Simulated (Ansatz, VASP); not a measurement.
Be2C: VASP beside Ansatz

```
C Be
1.0
     0.00000    2.18562    2.18562
     2.18562    0.00000    2.18562
     2.18562    2.18562    0.00000
C Be
1 2
Direct
  0.00000 0.00000 0.00000
  0.25000 0.25000 0.25000
  0.75000 0.75000 0.75000
```

Alike in both runs: task single point; functional PBE; k mesh 8 × 8 × 8; no spin polarisation.

```csv
,VASP,Ansatz
version,VASP 6.6.1,Ansatz 0.2.0
potentials or method,"VASP PAW PBE potentials, release 64 (C, Be)","plane waves, PAW"
plane-wave cutoff (eV),600,420
occupations,"gaussian, width 0.01 eV",fixed
valence electrons in the cell,8,8
```

VASP gave:

```
gap on the k mesh at the Fermi level (eV) : 1.15
pressure (GPa)                            : -5.4
```

Problem. What did Ansatz give for the same quantities?

Solution. gap on the k mesh at the Fermi level (eV): 1.16; pressure (GPa): -5.7.
